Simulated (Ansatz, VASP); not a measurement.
# Sn in VASP and in Ansatz

Contents of INCAR:

```
SYSTEM = Sn
PREC     = Accurate       ! precision mode
ENCUT    = 520            ! plane-wave cutoff, eV
EDIFF    = 1E-6           ! SCF threshold, eV
ISMEAR   = -1             ! smearing method
SIGMA    = 0.1            ! smearing width, eV
LREAL    = .False.        ! projectors in reciprocal space
LASPH    = .True.         ! aspherical terms in the spheres
NELM     = 100            ! most SCF steps
ALGO     = Normal         ! electronic algorithm
ISIF     = 2              ! what is computed and relaxed
LWAVE    = .False.        ! write WAVECAR
LCHARG   = .False.        ! write CHGCAR
GGA      = B5             ! functional
ALDAX    = 1.0          
AGGAX    = 1.0          
AGGAC    = 1.0          
ALDAC    = 0.0          
NBANDS   = 21             ! bands
```

The input KPOINTS:

```
Automatic mesh
0
Gamma
  12 12 6
  0 0 0
```

Contents of POSCAR:

```
Sn
1.0
    3.4461619813      0.0000000000      0.0000000000
   -1.7230809907      2.9844638214      0.0000000000
    0.0000000000      0.0000000000      5.7237686812
Sn
2
Direct
    0.3333333333      0.6666666667      0.2500000000
    0.6666666667      0.3333333333      0.7500000000
```

Input for Ansatz:

```yaml
crystal:
  lattice:
    - [3.4461619813, 0.0, 0.0]
    - [-1.7230809907, 2.9844638214, 0.0]
    - [0.0, 0.0, 5.7237686812]
  atoms:
    - { symbol: Sn, position: [0.3333333333, 0.6666666667, 0.25] }
    - { symbol: Sn, position: [0.6666666667, 0.3333333333, 0.75] }
hamiltonian:
  xc: blyp
  pseudopotentials:
    kind: paw
    azcp:
      Sn: "pseudopotentials/Sn.paw.azcp"
basis:
  ecutwfc: 420
  fft_grid_basis: typed
kpoints:
  mp_grid: { grid: [12, 12, 6], shift: [0, 0, 0] }
magnetization:
  spin_polarized: false
scf:
  occupations: { method: fermi_dirac, width: 0.1 }
  lower_state_search: "off"
output:
  stress: true
  write_density: true
  write_potential: true
  elf: true
  volumetric_format: npy
```

Alike in both runs: task single point; functional BLYP; k mesh 12 × 12 × 6; occupations fermi-dirac, width 0.1 eV; no spin polarisation.

|  | VASP | Ansatz |
| --- | --- | --- |
| version | VASP 6.6.1 | Ansatz 0.2.0 |
| potentials or method | VASP PAW PBE potentials, release 64 (Sn_d), cutoff 520 eV | plane waves (420 eV) with PAW, scalar-relativistic |
| valence electrons in the cell | 28 | 28 |

|  | VASP | Ansatz | Ansatz less VASP |
| --- | --- | --- | --- |
| pressure (GPa) | 1.6 | 1.6 | +0.03 |
| traceless stress, the component that is largest in VASP (GPa) | -0.31 | -0.31 | +0.005 |

VASP's potentials were made for PBE, not for BLYP. With one functional, cell and mesh, what is left measures potentials, basis and numerics.
